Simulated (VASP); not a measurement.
# Ni (Im-3m) in VASP: further runs

Aim: see how the results for Ni move with the level of theory and the settings. Levels: r2SCAN, PBEsol. Tasks: single point.

Everything below comes from runs of VASP 6.6.1. Logs are shortened: lines on timing, memory, paths and dates and some standing lists are left out, and cuts for length are marked.

### Step 1. The cell of the first run

The structure is cubic, space group Im-3m (No. 229). The conventional cell has a = 2.767 Å, b = 2.767 Å, c = 2.767 Å, α = 90.00°, β = 90.00°, γ = 90.00°. Within 3.2 Å of Ni (site symmetry m-3m) lie 14 Ni at 2.40 to 2.77 Å.

### Step 2. Single point, r2SCAN, collinear spin, ferromagnetic start

The input, POSCAR:

```
Ni
1.0
   -1.3837154700      1.3837154700      1.3837154700
    1.3837154700     -1.3837154700      1.3837154700
    1.3837154700      1.3837154700     -1.3837154700
Ni
1
Direct
    0.0000000000      0.0000000000      0.0000000000
```

The input, INCAR.step1:

```
SYSTEM = Ni
PREC = Accurate
ENCUT = 520
ISMEAR = -1
SIGMA = 0.05
LREAL = .False.
LASPH = .True.
NELM = 150
ISPIN = 2
MAGMOM = 1
LMAXMIX = 4
NBANDS = 15
GGA = PE
ALGO = Normal
EDIFF = 1E-4
LWAVE = .True.
LCHARG = .False.
```

The input, INCAR.step2:

```
SYSTEM = Ni
PREC = Accurate
ENCUT = 520
EDIFF = 1E-7
ISMEAR = -1
SIGMA = 0.05
LREAL = .False.
LASPH = .True.
NELM = 150
ALGO = Normal
ISIF = 2
LWAVE = .False.
LCHARG = .False.
ISPIN = 2
MAGMOM = 1
LORBIT = 11
LMAXMIX = 4
METAGGA = R2SCAN
LMIXTAU = .True.
NBANDS = 15
ISTART = 1
```

The input, KPOINTS:

```
regular mesh
0
Gamma
  8 8 8
  0 0 0
```

Potentials or basis: VASP PAW PBE potentials, release 64 (Ni).

Started as:

```sh
$ cat potpaw_PBE.64/Ni/POTCAR > POTCAR
$ cp INCAR.step1 INCAR
$ mpirun -np 1 vasp_std > vasp.out
$ cp INCAR.step2 INCAR
$ mpirun -np 1 vasp_std > vasp.out
```

OUTCAR:

```text
SYSTEM = Ni
   PREC = Accurate
   ENCUT = 520
   EDIFF = 1E-7
   ISMEAR = -1
   LREAL = .False.
   LASPH = .True.
   NELM = 150
   ISIF = 2
   ISPIN = 2
   LORBIT = 11
   METAGGA = R2SCAN
   ISTART = 1

 ion  position               nearest neighbor table
   1  0.000  0.000  0.000-

  LATTYP: Found a body centered cubic cell.
 ALAT       =     2.7674309400

  Lattice vectors:

 A1 = (  -1.3837154700,   1.3837154700,   1.3837154700)
 A2 = (   1.3837154700,  -1.3837154700,   1.3837154700)
 A3 = (   1.3837154700,   1.3837154700,  -1.3837154700)

Analysis of symmetry for initial positions (statically):
=====================================================================
 Subroutine PRICEL returns:
 Original cell was already a primitive cell.

 Routine SETGRP: Setting up the symmetry group for a
 body centered cubic supercell.

 Subroutine GETGRP returns: Found 48 space group operations
 (whereof 48 operations were pure point group operations)
 out of a pool of 48 trial point group operations.

The static configuration has the point symmetry O_h .

Analysis of symmetry for dynamics (positions and initial velocities):
=====================================================================
 Subroutine PRICEL returns:
 Original cell was already a primitive cell.

 Routine SETGRP: Setting up the symmetry group for a
 body centered cubic supercell.

 Subroutine GETGRP returns: Found 48 space group operations
 (whereof 48 operations were pure point group operations)
 out of a pool of 48 trial point group operations.

The dynamic configuration has the point symmetry O_h .

Analysis of structural, dynamic, and magnetic symmetry:
=====================================================================
 Subroutine PRICEL returns:
 Original cell was already a primitive cell.

 Routine SETGRP: Setting up the symmetry group for a
 body centered cubic supercell.

 Subroutine GETGRP returns: Found 48 space group operations
 (whereof 48 operations were pure point group operations)
 out of a pool of 48 trial point group operations.

The overall configuration has the point symmetry O_h .

 Subroutine INISYM returns: Found 48 space group operations
 (whereof 48 operations are pure point group operations),
 and found     1 'primitive' translations

----------------------------------------------------------------------------------------

                                     Primitive cell

  volume of cell :      10.5974

  direct lattice vectors                    reciprocal lattice vectors
    -1.383715470  1.383715470  1.383715470     0.000000000  0.361345964  0.361345964
     1.383715470 -1.383715470  1.383715470     0.361345964  0.000000000  0.361345964
     1.383715470  1.383715470 -1.383715470     0.361345964  0.361345964  0.000000000

  length of vectors
     2.396665497  2.396665497  2.396665497     0.511020363  0.511020363  0.511020363

  position of ions in fractional coordinates (direct lattice)
     0.000000000  0.000000000  0.000000000

  ion indices of the primitive-cell ions
   primitive index   ion index
                 1           1

----------------------------------------------------------------------------------------

 KPOINTS: regular mesh

Automatic generation of k-mesh.
 Grid dimensions read from file:
 generate k-points for:    8    8    8

 Generating k-lattice:

  Cartesian coordinates                     Fractional coordinates (reciprocal lattice)
     0.000000000  0.045168245  0.045168245     0.125000000  0.000000000  0.000000000
     0.045168245  0.000000000  0.045168245     0.000000000  0.125000000  0.000000000
     0.045168245  0.045168245  0.000000000     0.000000000  0.000000000  0.125000000

  Length of vectors
     0.063877545  0.063877545  0.063877545

  Shift w.r.t. Gamma in fractional coordinates (k-lattice)
     0.000000000  0.000000000  0.000000000

 Subroutine IBZKPT returns following result:
 ===========================================

 Found     29 irreducible k-points:

 Following reciprocal coordinates:
            Coordinates               Weight
  0.000000  0.000000  0.000000      1.000000
  0.125000  0.000000  0.000000     12.000000
  0.250000  0.000000  0.000000     12.000000
  0.375000  0.000000  0.000000     12.000000
  0.500000  0.000000  0.000000      6.000000
  0.125000  0.125000  0.000000     24.000000
[... 16 lines left out ...]
 -0.250000  0.250000  0.250000      6.000000
 -0.375000  0.375000  0.250000     24.000000
 [... further k-points ...]
   k-points           NKPTS =     29   k-points in BZ     NKDIM =     29   number of bands    NBANDS=     15
   number of dos      NEDOS =    301   number of ions     NIONS =      1
   total plane-waves  NPLWV =   5832
   dimension x,y,z NGX =    18 NGY =   18 NGZ =   18
   dimension x,y,z NGXF=    36 NGYF=   36 NGZF=   36
   ions per type =               1
   NGX,Y,Z   is equivalent  to a cutoff of  12.49, 12.49, 12.49 a.u.
   NGXF,Y,Z  is equivalent  to a cutoff of  24.97, 24.97, 24.97 a.u.
 SYSTEM =  Ni
   PREC   = accura    normal or accurate (medium, high low for compatibility)
   ISTART =      1    job   : 0-new  1-cont  2-samecut
   ICHARG =      0    charge: 1-file 2-atom 10-const
   ISPIN  =      2    spin polarized calculation?
   LNONCOLLINEAR =      F non collinear calculations
   LSORBIT =      F    spin-orbit coupling
   LASPH  =      T    aspherical Exc in radial PAW
   ENCUT  =  520.0 eV  38.22 Ry    6.18 a.u.   4.46  4.46  4.46*2*pi/ulx,y,z
   NELM   =    150;   NELMIN=  2; NELMDL=  0     # of ELM steps
   EDIFF  = 0.1E-06   stopping-criterion for ELM
   LREAL  =      F    real-space projection
   EDIFFG = 0.1E-05   stopping-criterion for IOM
   NSW    =      0    number of steps for IOM
   IBRION =     -1    ionic relax: 0-MD 1-quasi-New 2-CG
   NFREE  =      0    steps in history (QN), initial steepest desc. (CG)
   ISIF   =      2    stress and relaxation
   ISYM   =      2    0-nonsym 1-usesym 2-fastsym
   POTIM  = 0.5000    time-step for ionic-motion
   TEBEG  =    0.0;   TEEND  =   0.0 temperature during run
   PSTRESS=    0.0 pullay stress
   NELECT =      10.0000    total number of electrons
   NUPDOWN=      -1.0000    fix difference up-down
   EMIN   =  10.00;   EMAX   =-10.00  energy-range for DOS
   EFERMI =   0.00;   METHOD = LEGACY
   ISMEAR =    -1;   SIGMA  =   0.05  broadening in eV -4-tet -1-fermi 0-gaus
   EFERMI_NEDOS =   21; number of points for ismear=-14 and -15
   IALGO  =     38    algorithm
   IMIX   =      4    mixing-type and parameters
     AMIX     =   0.40;   BMIX     =  1.00
     AMIX_MAG =   1.60;   BMIX_MAG =  1.00
  volume/ion in A,a.u.               =      10.60        71.51
  Fermi-wavevector in a.u.,A,eV,Ry     =   1.605738  3.034405 35.081190  2.578395
  Thomas-Fermi vector in A             =   2.702037
   LORBIT       =     11    0 simple, 1 ext, 2 COOP (PROOUT), +10 PAW based schemes
   METAGGA = R2SCAN    functional components
   LHFCALC =     F    Hartree Fock is set to
   AEXX    =    0.0000 exact exchange contribution
   IVDW    =     0    specifies the selected vdW correction
   LEPSILON=     F    determine dielectric tensor
   LRPA    =     F    only Hartree local field effects (RPA)
 spin polarized calculation
  energy-cutoff  :      520.00
  volume of cell :       10.60
 maximum number of plane-waves:       321
 NGX is ok and might be reduce to    18
   NGX =  9   NGY =  9   NGZ =  9

 number of electron      10.0000004 magnetization       0.5853667

 Free energy of the ion-electron system (eV)
  ---------------------------------------------------
  ext. energy  EPLUGINS =         0.00000000
  ---------------------------------------------------
  free energy    TOTEN  =       -11.83925682 eV

  energy without entropy =      -11.82936676  energy(sigma->0) =      -11.83431179

 E-fermi :   9.4961     XC(G=0): -14.5345

 val. band max:        9.4700568019   @ k =  -0.2500   0.3750   0.1250
 cond. band min:       9.5134565019   @ k =  -0.2500   0.2500   0.2500
 fundamental gap:      0.0433997000
 Fermi energy:         9.4960607961

 spin component 1

 k-point     1 :       0.0000    0.0000    0.0000
  band No.  band energies     occupation
      1       0.0975      1.00000
      2       6.8067      1.00000
      3       6.8069      1.00000
      4       6.8069      1.00000
      5       8.4338      1.00000
      6       8.4338      1.00000
      7      37.2532      0.00000
      8      37.2534      0.00000
      9      37.2534      0.00000
     10      42.4633      0.00000
     11      42.4633      0.00000
     12      43.9905      0.00000
     13      43.9907      0.00000
     14      43.9907      0.00000
     15      44.1849      0.00000

 k-point     2 :       0.1250    0.0000    0.0000
  band No.  band energies     occupation
      1       0.7713      1.00000
      2       6.6594      1.00000
      3       6.7909      1.00000
      4       7.1069      1.00000
      5       8.2994      1.00000
      6       8.4470      1.00000
      7      32.8501      0.00000
      8      35.8189      0.00000
      9      36.4429      0.00000
     10      39.0981      0.00000
     11      40.2286      0.00000
     12      41.0892      0.00000
     13      44.5919      0.00000
     14      46.3191      0.00000
     15      48.6421      0.00000
[... 365 lines left out ...]
      3       7.2017      1.00000
      4       7.2019      1.00000
      5       7.8507      1.00000
      6       9.5135      0.41389
      7      27.2869      0.00000
      8      27.2871      0.00000
      9      28.2325      0.00000
     10      30.7125      0.00000
     11      46.2811      0.00000
     12      46.2812      0.00000
     13      46.4327      0.00000
     14      48.2324      0.00000
     15      51.0517      0.00000

 k-point    24 :      -0.3750    0.3750    0.2500
  band No.  band energies     occupation
      1       5.3148      1.00000
      2       6.0365      1.00000
      3       7.2163      1.00000
      4       7.6700      1.00000
      5       8.5966      1.00000
      6      11.5155      0.00000
      7      21.5296      0.00000
      8      24.8109      0.00000
      9      27.9910      0.00000
     10      31.8035      0.00000
     11      42.0809      0.00000
     12      44.6784      0.00000
     13      47.4183      0.00000
     14      52.9408      0.00000
     15      53.3434      0.00000

 [... further k-points ...]

 spin component 2

 k-point     1 :       0.0000    0.0000    0.0000
  band No.  band energies     occupation
      1      -0.0957      1.00000
      2       7.9499      1.00000
      3       7.9499      1.00000
      4       7.9501      1.00000
      5       8.9221      0.99999
      6       8.9222      0.99999
      7      37.2003      0.00000
      8      37.2003      0.00000
      9      37.2004      0.00000
     10      42.4362      0.00000
     11      42.4362      0.00000
     12      44.3259      0.00000
     13      44.3259      0.00000
     14      44.3259      0.00000
     15      44.5169      0.00000

 k-point     2 :       0.1250    0.0000    0.0000
  band No.  band energies     occupation
      1       0.5836      1.00000
      2       7.7833      1.00000
      3       7.8977      1.00000
      4       8.2687      1.00000
      5       8.7992      1.00000
      6       8.9366      0.99999
      7      32.8898      0.00000
      8      35.7770      0.00000
      9      36.4764      0.00000
     10      39.4145      0.00000
     11      40.4718      0.00000
     12      41.1825      0.00000
     13      44.6892      0.00000
     14      46.5966      0.00000
     15      48.8634      0.00000
[... 365 lines left out ...]
      3       8.3128      1.00000
      4       8.3130      1.00000
      5       9.0701      0.99980
      6       9.9172      0.00022
      7      27.5044      0.00000
      8      27.5045      0.00000
      9      28.1974      0.00000
     10      30.8032      0.00000
     11      46.4384      0.00000
     12      46.4384      0.00000
     13      46.7568      0.00000
     14      48.5021      0.00000
     15      52.2494      0.00000

 k-point    24 :      -0.3750    0.3750    0.2500
  band No.  band energies     occupation
      1       5.4845      1.00000
      2       6.3766      1.00000
      3       8.3307      1.00000
      4       8.7010      1.00000
      5       9.8653      0.00062
      6      11.7516      0.00000
      7      21.7143      0.00000
      8      24.9949      0.00000
      9      28.0114      0.00000
     10      31.8902      0.00000
     11      42.3145      0.00000
     12      44.9275      0.00000
     13      47.7099      0.00000
     14      53.6128      0.00000
     15      54.9001      0.00000

 [... further k-points ...]
[... 5 lines left out ...]
  --------------------------------------------------------------------------------------
  -------------------------------------------------------------------------------------
  Total        0.0107143      0.0107143      0.0107143     -0.0000000     -0.0000000      0.0000000
  in kB        1.6198510      1.6198510      1.6198510     -0.0000000     -0.0000000      0.0000000
  external PRESSURE =       1.6198510 kB  Pullay stress =       0.0000000 kB

 VOLUME and BASIS-vectors are now :
 -----------------------------------------------------------------------------
  energy-cutoff  :      520.00
  volume of cell :       10.60
      direct lattice vectors                 reciprocal lattice vectors
    -1.383715470  1.383715470  1.383715470     0.000000000  0.361345964  0.361345964
     1.383715470 -1.383715470  1.383715470     0.361345964  0.000000000  0.361345964
     1.383715470  1.383715470 -1.383715470     0.361345964  0.361345964  0.000000000

 POSITION                                       TOTAL-FORCE (eV/Angst)
 -----------------------------------------------------------------------------------
      0.00000      0.00000      0.00000        -0.000000      0.000000      0.000000
 -----------------------------------------------------------------------------------
    total drift:                                0.000000     -0.000000      0.000000

  FREE ENERGIE OF THE ION-ELECTRON SYSTEM (eV)
  ---------------------------------------------------
  free  energy   TOTEN  =       -11.8392568158 eV

  energy  without entropy=      -11.8293667629  energy(sigma->0) =      -11.83431179

 total charge

# of ion       s       p       d       tot
------------------------------------------
    1        0.515   0.522   8.364   9.401

 magnetization (x)

# of ion       s       p       d       tot
------------------------------------------
    1       -0.011  -0.034   0.646   0.601
```

Run time: 25 s. Hardware: 1 thread of AMD EPYC 9R45 (Zen 5), shared host; peak memory 0.1 GiB.

Results:

```yaml
Free_energy: -11.8393 eV
Pressure: 0.2 GPa
Net_moment: 0.59 μB per cell
Site_moments: Ni +0.60 μB
Valence_electrons_inside_the_program's_atomic_spheres: Ni 9.40
```

Caveat: the k points lie up to 0.40 Å⁻¹ apart; the PAW data sets were made with another functional, which shifts forces and pressure a little.

(Part 1 of 2 ends here.)
